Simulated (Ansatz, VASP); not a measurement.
# GaN in VASP and in Ansatz

INCAR

```
PREC     = Accurate       # precision mode
ENCUT    = 520            # plane-wave cutoff, eV
EDIFF    = 1E-6           # SCF threshold, eV
ISMEAR   = 0              # smearing method
SIGMA    = 0.01           # smearing width, eV
LREAL    = False          # projectors in reciprocal space
LASPH    = True           # aspherical terms in the spheres
NELM     = 80             # most SCF steps
ALGO     = Normal         # electronic algorithm
ISIF     = 2              # what is computed and relaxed
LWAVE    = False          # write WAVECAR
LCHARG   = False          # write CHGCAR
GGA      = PS             # functional
NBANDS   = 26             # bands
```

KPOINTS

```
Automatic mesh
0
Gamma
  12 12 4
```

File POSCAR:

```
GaN
1.0
    3.3024262488      0.0000000000      0.0000000000
   -1.6512131244      2.8599852498      0.0000000000
    0.0000000000      0.0000000000      5.3648849060
Ga N
2 2
Direct
    0.3333333333      0.6666666667      0.0000000000
    0.6666666667      0.3333333333      0.5000000000
    0.3333333333      0.6666666667      0.3750000000
    0.6666666667      0.3333333333      0.8750000000
```

Input for Ansatz:

```yaml
crystal:
  lattice:
    - [3.3024262487773024, 0.0, 0.0]
    - [-1.6512131243886512, 2.8599852498455935, 0.0]
    - [0.0, 0.0, 5.364884906032561]
  atoms:
    - { symbol: Ga, position: [0.3333333333333333, 0.6666666666666666, 0.0] }
    - { symbol: Ga, position: [0.6666666666666666, 0.3333333333333333, 0.5] }
    - { symbol: "N", position: [0.3333333333333333, 0.6666666666666666, 0.375] }
    - { symbol: "N", position: [0.6666666666666666, 0.3333333333333333, 0.875] }
basis:
  ecutwfc: 500.0
kpoints:
  mp_grid:
    grid: [12, 12, 4]
hamiltonian:
  xc: pbesol
  pseudopotentials:
    kind: paw
scf:
  occupations:
    method: fixed
output:
  stress: true
```

Alike in both runs: task single point; functional PBEsol; k mesh 12 × 12 × 4; no spin polarisation.

```csv
,VASP,Ansatz
version,VASP 6.6.1,Ansatz 0.2.0
potentials or method,"VASP PAW PBE potentials, release 64 (Ga_d, N), cutoff 520 eV","plane waves, PAW"
occupations,"gaussian, width 0.01 eV",fixed
valence electrons in the cell,36,36
```

```tsv
	VASP	Ansatz	Ansatz less VASP
pressure (GPa)	-16.3	-16.0	+0.27
traceless stress, the component that is largest in VASP (GPa)	0.83	0.83	-0.009
```

VASP's potentials were made for PBE, not for PBEsol.
